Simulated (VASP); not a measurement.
# SiB4C (P6/mmm) in VASP: notebook

SiB4C is run at these levels: PBE; tasks: relaxation of cell and atoms, single point.

Everything below comes from runs of VASP 6.6.1. Logs are shortened: lines on timing, memory, paths and dates and some standing lists are left out, and cuts for length are marked.

### 1 The cell of the first run

It takes space group P6/mmm (No. 191, hexagonal). Conventional cell: a = 2.987 Å, b = 2.987 Å, c = 6.496 Å, α = 90.00°, β = 90.00°, γ = 120.00°. Within 3.1 Å of Si (site symmetry 6/mmm) lie 12 B at 2.32 Å and 6 Si at 2.99 Å. Within 2.5 Å of B (site symmetry 3m) lie 3 B at 1.72 Å and 3 Si at 2.32 Å and 3 C at 2.42 Å. C (site symmetry 6/mmm) has 12 B at 2.42 Å and 6 C at 2.99 Å and 2 Si at 3.25 Å within 3.3 Å.

The cell was built from a structure type or drawn by symmetry, and may not be a known phase.

### 2 Relaxation of cell and atoms, PBE

Contents of INCAR:

```
PREC = Accurate
ENCUT = 600
EDIFF = 1E-6
ISMEAR = 0
SIGMA = 0.1
LREAL = False
LASPH = True
NELM = 100
ALGO = Normal
ISIF = 3
LWAVE = False
LCHARG = False
GGA = PE
IBRION = 2
NSW = 90
EDIFFG = -0.04
```

Contents of KPOINTS:

```
Automatic mesh
0
Gamma
  6 6 4
```

Contents of POSCAR:

```
SiB4C
1.0
    2.9870943600      0.0000000000      0.0000000000
   -1.4935471800      2.5868996000      0.0000000000
    0.0000000000      0.0000000000      6.4957308600
Si B C
1 4 1
Direct
    0.0000000000      0.0000000000      0.5000000000
    0.3333333300      0.6666666700      0.7377485600
    0.3333333300      0.6666666700      0.2622514400
    0.6666666700      0.3333333300      0.7377485600
    0.6666666700      0.3333333300      0.2622514400
    0.0000000000      0.0000000000      0.0000000000
```

Potentials or basis: VASP PAW PBE potentials, release 64 (Si, B, C).

Launch:

```console
$ cat potpaw_PBE.64/Si/POTCAR potpaw_PBE.64/B/POTCAR potpaw_PBE.64/C/POTCAR > POTCAR
$ mpirun -np 1 vasp_std > vasp.out
```

OUTCAR:

```text
PREC = Accurate
   ENCUT = 600
   EDIFF = 1E-6
   ISMEAR = 0
   LREAL = False
   LASPH = True
   NELM = 100
   ISIF = 3
   GGA = PE
   IBRION = 2
   NSW = 90
   EDIFFG = -0.04

 ion  position               nearest neighbor table
   1  0.000  0.000  0.500-   2 2.32   3 2.32   4 2.32   5 2.32   4 2.32   5 2.32   2 2.32   3 2.32
                             4 2.32   5 2.32   2 2.32   3 2.32
   2  0.333  0.667  0.738-   4 1.72   4 1.72   4 1.72   1 2.32   1 2.32   1 2.32
   3  0.333  0.667  0.262-   5 1.72   5 1.72   5 1.72   1 2.32   1 2.32   1 2.32
   4  0.667  0.333  0.738-   2 1.72   2 1.72   2 1.72   1 2.32   1 2.32   1 2.32
   5  0.667  0.333  0.262-   3 1.72   3 1.72   3 1.72   1 2.32   1 2.32   1 2.32
   6  0.000  0.000  0.000-

  LATTYP: Found a hexagonal cell.
 ALAT       =     2.9870943600
 C/A-ratio  =     2.1745984817

  Lattice vectors:

 A1 = (   2.9870943600,   0.0000000000,   0.0000000000)
 A2 = (  -1.4935471800,   2.5868996000,   0.0000000000)
 A3 = (   0.0000000000,   0.0000000000,   6.4957308600)

Analysis of symmetry for initial positions (statically):
=====================================================================
 Subroutine PRICEL returns:
 Original cell was already a primitive cell.

 Routine SETGRP: Setting up the symmetry group for a
 hexagonal supercell.

 Subroutine GETGRP returns: Found 24 space group operations
 (whereof 24 operations were pure point group operations)
 out of a pool of 24 trial point group operations.

The static configuration has the point symmetry D_6h.

Analysis of symmetry for dynamics (positions and initial velocities):
=====================================================================
 Subroutine PRICEL returns:
 Original cell was already a primitive cell.

 Routine SETGRP: Setting up the symmetry group for a
 hexagonal supercell.

 Subroutine GETGRP returns: Found 24 space group operations
 (whereof 24 operations were pure point group operations)
 out of a pool of 24 trial point group operations.

The dynamic configuration has the point symmetry D_6h.

 Subroutine INISYM returns: Found 24 space group operations
 (whereof 24 operations are pure point group operations),
 and found     1 'primitive' translations

----------------------------------------------------------------------------------------

                                     Primitive cell

  volume of cell :      50.1945

  direct lattice vectors                    reciprocal lattice vectors
[... 87 lines left out ...]
   LSORBIT =      F    spin-orbit coupling
   LASPH  =      T    aspherical Exc in radial PAW
   ENCUT  =  600.0 eV  44.10 Ry    6.64 a.u.   5.97  5.97 12.97*2*pi/ulx,y,z
   NELM   =    100;   NELMIN=  2; NELMDL= -5     # of ELM steps
   EDIFF  = 0.1E-05   stopping-criterion for ELM
   LREAL  =      F    real-space projection
   EDIFFG = -.4E-01   stopping-criterion for IOM
   NSW    =     90    number of steps for IOM
   IBRION =      2    ionic relax: 0-MD 1-quasi-New 2-CG
   NFREE  =      1    steps in history (QN), initial steepest desc. (CG)
   ISIF   =      3    stress and relaxation
   ISYM   =      2    0-nonsym 1-usesym 2-fastsym
   POTIM  = 0.5000    time-step for ionic-motion
   TEBEG  =    0.0;   TEEND  =   0.0 temperature during run
   PSTRESS=    0.0 pullay stress
   NELECT =      20.0000    total number of electrons
   NUPDOWN=      -1.0000    fix difference up-down
   EMIN   =  10.00;   EMAX   =-10.00  energy-range for DOS
   EFERMI =   0.00;   METHOD = LEGACY
   ISMEAR =     0;   SIGMA  =   0.10  broadening in eV -4-tet -1-fermi 0-gaus
   EFERMI_NEDOS =   21; number of points for ismear=-14 and -15
   IALGO  =     38    algorithm
   IMIX   =      4    mixing-type and parameters
     AMIX     =   0.40;   BMIX     =  1.00
     AMIX_MAG =   1.60;   BMIX_MAG =  1.00
  volume/ion in A,a.u.               =       8.37        56.45
  Fermi-wavevector in a.u.,A,eV,Ry     =   1.204664  2.276485 19.744988  1.451216
  Thomas-Fermi vector in A             =   2.340383
   LORBIT       =      0    0 simple, 1 ext, 2 COOP (PROOUT), +10 PAW based schemes
   GGA     = PE    functional components
   LHFCALC =     F    Hartree Fock is set to
   AEXX    =    0.0000 exact exchange contribution
   IVDW    =     0    specifies the selected vdW correction
   LEPSILON=     F    determine dielectric tensor
   LRPA    =     F    only Hartree local field effects (RPA)
 conjugate gradient relaxation of ions
 non-spin polarized calculation
 Gauss-broadening in eV      SIGMA  =   0.10
  energy-cutoff  :      600.00
  volume of cell :       50.19
 maximum number of plane-waves:      1698
 NGX is ok and might be reduce to    24
   NGX = 11   NGY = 11   NGZ = 25

--------------------------------------- Ionic step        1  -------------------------------------------

 number of electron      20.0000000 magnetization

 Free energy of the ion-electron system (eV)
  ---------------------------------------------------
  ext. energy  EPLUGINS =         0.00000000
  ---------------------------------------------------
  free energy    TOTEN  =       -33.58213755 eV

  energy without entropy =      -33.57462064  energy(sigma->0) =      -33.57837910

------------------------ aborting loop because EDIFF is reached ----------------------------------------

  FORCE on cell =-STRESS in cart. coord.  units (eV):
  Direction    XX          YY          ZZ          XY          YZ          ZX
  --------------------------------------------------------------------------------------
  -------------------------------------------------------------------------------------
  Total       -2.1158888     -2.1158888     -1.4596276      0.0000000      0.0000000      0.0000000
  in kB      -67.5377954    -67.5377955    -46.5903663      0.0000000      0.0000000      0.0000000
  external PRESSURE =     -60.5553191 kB  Pullay stress =       0.0000000 kB
[... 307 lines left out ...]
--------------------------------------- Ionic step        9  -------------------------------------------

 number of electron      20.0000000 magnetization

 Free energy of the ion-electron system (eV)
  ---------------------------------------------------
  ext. energy  EPLUGINS =         0.00000000
  ---------------------------------------------------
  free energy    TOTEN  =       -33.80522267 eV

  energy without entropy =      -33.79636603  energy(sigma->0) =      -33.80079435

 E-fermi :   8.5716     XC(G=0): -12.1048

 val. band max:        8.5128920327   @ k =   0.3333   0.1667   0.2500
 cond. band min:       8.6731146846   @ k =   0.1667   0.0000   0.0000
 fundamental gap:      0.1602226519
 Fermi energy:         8.5715747813

 k-point     1 :       0.0000    0.0000    0.0000
  band No.  band energies     occupation
      1      -7.9595      2.00000
      2      -4.9209      2.00000
      3      -4.4453      2.00000
      4       3.4194      2.00000
      5       6.1949      2.00000
      6       7.6631      2.00000
      7       7.6631      2.00000
      8       8.3563      1.99767
      9       8.3563      1.99767
     10       8.9256      0.00000
     11       8.9256      0.00000
     12      12.8222      0.00000
     13      12.8222      0.00000
     14      13.7421      0.00000
[... 371 lines left out ...]
  FREE ENERGIE OF THE ION-ELECTRON SYSTEM (eV)
  ---------------------------------------------------
  free  energy   TOTEN  =       -33.8052226695 eV

  energy  without entropy=      -33.7963660298  energy(sigma->0) =      -33.80079435

 reached required accuracy - stopping structural energy minimisation
```

OSZICAR:

```text
N       E                     dE             d eps       ncg     rms          rms(c)
DAV:   1     0.463005734773E+02    0.46301E+02   -0.10337E+04   588   0.146E+03
DAV:   2    -0.327924010292E+02   -0.79093E+02   -0.76717E+02   782   0.218E+02
DAV:   3    -0.360419283444E+02   -0.32495E+01   -0.31797E+01   818   0.412E+01
[... 73 lines left out ...]
DAV:   1    -0.338054960581E+02   -0.76659E-03   -0.41659E-02   672   0.163E+00    0.110E-01
DAV:   2    -0.338052418596E+02    0.25420E-03   -0.18392E-03   764   0.328E-01    0.466E-02
DAV:   3    -0.338052247661E+02    0.17093E-04   -0.30613E-04   770   0.132E-01    0.283E-02
DAV:   4    -0.338052226563E+02    0.21099E-05   -0.17847E-05   674   0.362E-02    0.139E-02
DAV:   5    -0.338052226695E+02   -0.13227E-07   -0.21134E-06   478   0.124E-02
   9 F= -.33805223E+02 E0= -.33800794E+02  d E =-.493934E-03
```

CONTCAR:

```text
SiB4C
   1.00000000000000
     2.9549306810813536   -0.0000000000000000   -0.0000000000000000
    -1.4774653405406768    2.5590450369511899   -0.0000000000000000
    -0.0000000000000000    0.0000000000000000    6.2588530446153525
  Si              B               C
     1     4     1
Direct
     0.0000000000000000    1.0000000000000000    0.5000000000000000
     0.3333333300000021    0.6666666699999979    0.7574605757021723
     0.3333333300000021    0.6666666699999979    0.2425394242978278
     0.6666666699999979    0.3333333300000021    0.7574605757021723
     0.6666666699999979    0.3333333300000021    0.2425394242978278
     0.0000000000000000    1.0000000000000000    0.0000000000000000

  0.00000000E+00  0.00000000E+00  0.00000000E+00
  0.00000000E+00  0.00000000E+00  0.00000000E+00
  0.00000000E+00  0.00000000E+00  0.00000000E+00
  0.00000000E+00  0.00000000E+00  0.00000000E+00
  0.00000000E+00  0.00000000E+00  0.00000000E+00
  0.00000000E+00  0.00000000E+00  0.00000000E+00
```

It took 73 s on 1 thread of Intel Xeon Platinum 8259CL at 2.50GHz (Skylake/Cascade Lake), shared host; peak memory 0.18 GiB.

What came out:

| Property | Result |
| --- | --- |
| Free energy | -33.8052 eV |
| Relaxed volume | 7.89 Å³/atom |
| Relaxed cell | a = 2.955 Å, b = 2.955 Å, c = 6.259 Å, α = 90.00°, β = 90.00°, γ = 120.00° |
| Space group after relaxing (to 0.1 Å) | P6/mmm (No. 191) |
| Energy gained by relaxing | 37.2 meV/atom |
| Ionic steps | 9 |
| Pressure after relaxing | 0.1 GPa |
| Largest force after relaxing | 0.022 eV/Å |
| Band gap on the k mesh | zero (bands 10 and 11 overlap by 3.80 eV) |

Forces in eV/Å, atoms in the order of the input:
```
Si   0.000  0.000  0.000
B    0.000  0.000  0.022
B    0.000  0.000 -0.022
B    0.000  0.000  0.022
B    0.000  0.000 -0.022
C    0.000  0.000  0.000
```

Stress tensor (GPa, compression positive):
```
 0.39  0.00  0.00
 0.00  0.39  0.00
 0.00  0.00 -0.50
```

Step by step:
```tsv
step	energy change (eV)	largest force (eV/Å)	pressure (GPa)	volume (Å³)
1	0.0000	0.5903	-6.06	50.19
2	-0.0923	0.4785	1.51	47.93
3	-0.0945	0.4576	3.08	47.52
4	-0.1741	0.3228	2.59	47.14
5	-0.2051	0.0160	2.44	46.41
6	-0.2147	0.1038	2.39	46.65
7	-0.2224	0.0348	-0.85	47.54
8	-0.2226	0.0440	-0.41	47.41
9	-0.2231	0.0216	0.09	47.33
```

Final structure:
```xyz
6
Lattice="2.9549 0.0000 0.0000 -1.4775 2.5590 0.0000 0.0000 0.0000 6.2589" Properties=species:S:1:pos:R:3 pbc="T T T"
Si   -1.4775    2.5590    3.1294
B     0.0000    1.7060    4.7408
B     0.0000    1.7060    1.5180
B     1.4775    0.8530    4.7408
B     1.4775    0.8530    1.5180
C    -1.4775    2.5590    0.0000
```

Caveat: the k points lie up to 0.41 Å⁻¹ apart in the final cell, too coarse for converged energies and pressures of a metal.

### 3 Single point, PBE

This run uses another cell than the first one, of 8.01 Å³/atom.

Contents of INCAR:

```
SYSTEM = SiB4C
ALGO = Normal
EDIFF = 1E-7
ENCUT = 520
GGA = PE
ISIF = 2
ISMEAR = 0
LASPH = .True.
LCHARG = .False.
LREAL = .False.
LWAVE = .False.
NBANDS = 19
NELM = 60
PREC = Accurate
SIGMA = 0.1
```

Contents of KPOINTS:

```
k-points
0
Gamma
  12 12 6
  0 0 0
```

Contents of POSCAR:

```
SiB4C
1.0
    2.9626501621      0.0000000000      0.0000000000
   -1.4813250810      2.5657303029      0.0000000000
    0.0000000000      0.0000000000      6.3215813916
Si B C
1 4 1
Direct
    0.0000000000      0.0000000000      0.5000000000
    0.3333333333      0.6666666667      0.7596390110
    0.3333333333      0.6666666667      0.2403609890
    0.6666666667      0.3333333333      0.7596390110
    0.6666666667      0.3333333333      0.2403609890
    0.0000000000      0.0000000000      0.0000000000
```

Potentials or basis: VASP PAW PBE potentials, release 64 (Si, B, C).

Launch:

```console
$ cat potpaw_PBE.64/Si/POTCAR potpaw_PBE.64/B/POTCAR potpaw_PBE.64/C/POTCAR > POTCAR
$ mpirun -np 1 vasp_std > vasp.out
```

Wall time 44 s (1 thread of Intel Xeon Platinum 8259CL at 2.50GHz (Skylake/Cascade Lake), shared host); peak memory 0.2 GiB.

Results (log left out):

```
Free energy            : -33.8143 eV
Pressure               : 0.0 GPa
Band gap on the k mesh : zero (bands 10 and 11 overlap by 3.77 eV)
```

Levels at points of the mesh, in eV from the Fermi level:
```tsv
k point	band 7	band 8	band 9	band 10	band 11	band 12	band 13	band 14
(0.00, 0.00, 0.00)	-1.04	-0.40	-0.40	0.11	0.11	4.15	4.15	4.71
(0.50, 0.00, 0.00)	-4.90	-3.37	-0.98	-0.75	-0.06	0.55	1.90	2.00
(0.00, 0.00, 0.50)	-0.66	-0.66	0.19	0.19	0.98	1.93	3.34	3.34
(0.50, 0.00, 0.50)	-4.47	-4.43	-4.09	-3.77	0.95	1.50	1.51	3.86
```

### 4 Relaxation of cell and atoms, PBE

This run uses another cell than the first one, of 7.88 Å³/atom.

Contents of INCAR:

```
ALGO = Normal
EDIFF = 1E-7
EDIFFG = -0.01
ENCUT = 600
GGA = PE
IBRION = 2
ISIF = 3
ISMEAR = 0
LASPH = True
LCHARG = False
LREAL = False
LWAVE = False
NELM = 60
NSW = 100
PREC = Accurate
SIGMA = 0.1
```

Contents of KPOINTS:

```
k-points
0
Gamma
  12 12 6
```

Contents of POSCAR:

```
SiB4C
1.0
    2.9554674888      0.0000000000      0.0000000000
   -1.4777337444      2.5595099253      0.0000000000
    0.0000000000      0.0000000000      6.2508700376
Si B C
1 4 1
Direct
    0.0000000000      0.0000000000      0.5000000000
    0.3333333333      0.6666666667      0.7578810911
    0.3333333333      0.6666666667      0.2421189089
    0.6666666667      0.3333333333      0.7578810911
    0.6666666667      0.3333333333      0.2421189089
    0.0000000000      0.0000000000      0.0000000000
```

Launch:

```console
$ cat potpaw_PBE.64/Si/POTCAR potpaw_PBE.64/B/POTCAR potpaw_PBE.64/C/POTCAR > POTCAR
$ mpirun -np 1 vasp_std > vasp.out
```

Run time: 2.5 min. Hardware: 1 thread of Intel Xeon Platinum 8259CL at 2.50GHz (Skylake/Cascade Lake), shared host; peak memory 0.21 GiB.

The run converged. Its results:

```
Free energy                           : -33.8172 eV
Relaxed volume                        : 8.01 Å³/atom
Relaxed cell                          : a = 2.963 Å, b = 2.963 Å, c = 6.322 Å, α = 90.00°, β = 90.00°, γ = 120.00°
Space group after relaxing (to 0.1 Å) : P6/mmm (No. 191)
Energy gained by relaxing             : 1.1 meV/atom
Ionic steps                           : 7
Pressure after relaxing               : -0.1 GPa
Band gap on the k mesh                : zero (bands 10 and 11 overlap by 3.77 eV)
```

Forces in eV/Å, atoms in the order of the input:
```
Si   0.000  0.000  0.000
B    0.000  0.000  0.002
B    0.000  0.000 -0.002
B    0.000  0.000  0.002
B    0.000  0.000 -0.002
C    0.000  0.000  0.000
```

Step by step:
| step | energy change (eV) | largest force (eV/Å) | pressure (GPa) | volume (Å³) |
| --- | --- | --- | --- | --- |
| 1 | 0.0000 | 0.0630 | 2.04 | 47.29 |
| 2 | -0.0052 | 0.0416 | -0.25 | 47.98 |
| 3 | -0.0052 | 0.0409 | -0.34 | 48.00 |
| 4 | -0.0065 | 0.0253 | -0.06 | 48.04 |
| 5 | -0.0066 | 0.0213 | 0.02 | 48.05 |
| 6 | -0.0067 | 0.0153 | -0.03 | 48.06 |
| 7 | -0.0068 | 0.0023 | -0.14 | 48.08 |

Final structure:
```yaml
crystal:
  lattice:
    - [2.96343, 0.00000, 0.00000]
    - [-1.48171, 2.56640, 0.00000]
    - [0.00000, 0.00000, 6.32249]
  atoms:
    - { symbol: Si, position: [0.00000, 0.00000, 0.50000] }
    - { symbol: B, position: [0.33333, 0.66667, 0.75959] }
    - { symbol: B, position: [0.33333, 0.66667, 0.24041] }
    - { symbol: B, position: [0.66667, 0.33333, 0.75959] }
    - { symbol: B, position: [0.66667, 0.33333, 0.24041] }
    - { symbol: C, position: [0.00000, 0.00000, 0.00000] }
```

Levels at points of the mesh, in eV from the Fermi level:
```csv
k point,band 7,band 8,band 9,band 10,band 11,band 12,band 13,band 14
"(0.00, 0.00, 0.00)",-1.04,-0.40,-0.40,0.11,0.11,4.14,4.14,4.71
"(0.50, 0.00, 0.00)",-4.89,-3.37,-0.98,-0.75,-0.06,0.55,1.90,2.00
"(0.00, 0.00, 0.50)",-0.66,-0.66,0.19,0.19,0.97,1.93,3.34,3.34
"(0.50, 0.00, 0.50)",-4.47,-4.42,-4.09,-3.77,0.94,1.50,1.51,3.85
```

### 5 Summary

| task | cell | k mesh | cutoff (eV) | gap on the mesh (eV) | pressure (GPa) | relaxed volume (Å³/atom) |
| --- | --- | --- | --- | --- | --- | --- |
| relaxation of cell and atoms | relaxed from a = 2.987, b = 2.987, c = 6.496 Å, angles 90.0, 90.0, 120.0°, 6 atoms, atomic positions A | 6 × 6 × 4 | 600 | none | 0.1 | 7.89 |
| single point | a = 2.963, b = 2.963, c = 6.322 Å, angles 90.0, 90.0, 120.0°, 6 atoms, atomic positions B | 12 × 12 × 6 | 520 | none | 0.0 | - |
| relaxation of cell and atoms | relaxed from a = 2.955, b = 2.955, c = 6.251 Å, angles 90.0, 90.0, 120.0°, 6 atoms, atomic positions B | 12 × 12 × 6 | 600 | none | -0.1 | 8.01 |

Alike in all rows: level PBE; potentials or basis VASP PAW PBE potentials, release 64 (Si, B, C); no spin polarisation; smearing gaussian 0.1 eV.

Caveats: some runs use coarse meshes.

Absolute energies hang on the potentials; compare differences alone.
